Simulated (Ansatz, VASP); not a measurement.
# Rh in VASP and in Ansatz

File INCAR:

```
ALGO = Normal ; EDIFF = 1E-6
ENCUT = 520 ; GGA = RP
ISIF = 2 ; ISMEAR = -1
LASPH = True ; LCHARG = False
LREAL = False ; LWAVE = False
NBANDS = 22 ; NELM = 100
PREC = Accurate ; SIGMA = 0.1
```

The input KPOINTS:

```
k-points
0
Gamma
  15 15 8
```

Contents of POSCAR:

```
Rh
1.0
    2.7428929278      0.0000000000      0.0000000000
   -1.3714464639      2.3754149554      0.0000000000
    0.0000000000      0.0000000000      4.4183311592
Rh
2
Direct
    0.3333333333      0.6666666667      0.2500000000
    0.6666666667      0.3333333333      0.7500000000
```

Input for Ansatz:

```yaml
crystal:
  lattice:
    - [2.7428929278, 0.0, 0.0]
    - [-1.3714464639, 2.3754149554, 0.0]
    - [0.0, 0.0, 4.4183311592]
  atoms:
    - { symbol: Rh, position: [0.3333333333, 0.6666666667, 0.25] }
    - { symbol: Rh, position: [0.6666666667, 0.3333333333, 0.75] }
hamiltonian:
  xc: rpbe
  pseudopotentials:
    kind: paw
    azcp:
      Rh: "pseudopotentials/Rh.paw.azcp"
basis:
  ecutwfc: 420
  fft_grid_basis: typed
kpoints:
  mp_grid: { grid: [15, 15, 8], shift: [0, 0, 0] }
magnetization:
  spin_polarized: false
scf:
  occupations: { method: fermi_dirac, width: 0.1 }
  lower_state_search: "off"
output:
  stress: true
  write_density: true
  write_potential: true
  elf: true
  volumetric_format: npy
```

Alike in both runs: task single point; functional RPBE; k mesh 15 × 15 × 8; occupations fermi-dirac, width 0.1 eV; no spin polarisation.

```csv
,VASP,Ansatz
version,VASP 6.6.1,Ansatz 0.2.0
potentials or method,"VASP PAW PBE potentials, release 64 (Rh_pv), cutoff 520 eV","plane waves (420 eV) with PAW, scalar-relativistic"
valence electrons in the cell,30,34
```

Ansatz gave:

* pressure (GPa): 0.0
* traceless stress, the component that is largest in VASP (GPa): -0.16

Problem. Which values does VASP return?

Solution. Pressure (GPa): 0.1; traceless stress, the component that is largest in VASP (GPa): -0.13.

VASP's potentials were made for PBE, not for RPBE. VASP's potentials hold 30 valence electrons a cell and Ansatz's 34, so a difference there can come from the potentials and not from the codes.
